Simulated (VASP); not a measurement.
**SnO2: single point with LDA**

Crystal: SnO2.

```xyz
6
Lattice="4.5509 0.0000 0.0000 0.0000 4.5514 0.0000 0.0000 0.0000 3.0746" Properties=species:S:1:pos:R:3 pbc="T T T"
Sn    2.2754    2.2757    1.5373
Sn    0.0000    0.0000    0.0000
O     1.3925    1.1574    0.0000
O     3.6679    1.1183    1.5373
O     0.8829    3.4331    1.5373
O     3.1584    3.3940    0.0000
```

This cell differs from its parent crystal: atoms shifted along a free coordinate.

- Program: VASP 6.6.1
- Task: single point
- Functional: LDA
- Potentials or basis: VASP PAW LDA potentials, release 64 (Sn_d, O)
- Cutoff: 520 eV
- k mesh: 6 × 6 × 8
- Occupations: gaussian, width 0.05 eV
- Spin: no spin polarisation

```yaml
Pressure: 36.0 GPa
Largest_force: 5.093 eV/Å
Band_gap_on_the_k_mesh: 2.39 eV
```

Forces on the atoms (eV/Å):
```
Sn   0.000  0.000  0.000
Sn   0.000  0.000  0.000
O    3.738  3.458  0.000
O    3.738 -3.458  0.000
O   -3.738  3.458  0.000
O   -3.738 -3.458  0.000
```

Stress tensor (GPa, compression positive):
```
52.65  0.00  0.00
 0.00 34.07  0.00
 0.00  0.00 21.33
```

Levels at points of the mesh, in eV from the valence-band top:
```tsv
k point	band 24	band 25	band 26	band 27	band 28	band 29
(0.00, 0.00, 0.00)	-0.73	-0.62	0.00	2.39	6.65	6.72
(0.50, 0.00, 0.00)	-1.02	-0.40	-0.40	5.83	5.83	8.69
(0.00, 0.50, 0.00)	-1.01	-0.30	-0.30	5.65	5.65	7.74
(0.50, 0.50, 0.00)	-1.19	-0.69	-0.69	6.82	6.82	8.44
(0.00, 0.00, 0.50)	-1.89	-1.11	-1.11	7.17	7.17	9.78
(0.50, 0.00, 0.50)	-1.40	-0.13	-0.13	7.58	7.58	8.07
(0.00, 0.50, 0.50)	-0.84	-0.67	-0.67	7.74	7.74	8.03
(0.50, 0.50, 0.50)	-0.69	-0.60	-0.60	4.69	4.69	9.98
```

It took 89 s on 1 thread of AMD EPYC 9R45 96-Core Processor (Zen 5), with other jobs on the host, peak memory 0.22 GiB.

Caveat: the cell differs from its parent crystal (atoms shifted along a free coordinate); the cell stands under pressure; spin-orbit coupling is left out, which moves the levels of the heavy elements; forces of over 1 eV/Å act on the atoms, so gaps and moduli don't describe the material at rest.
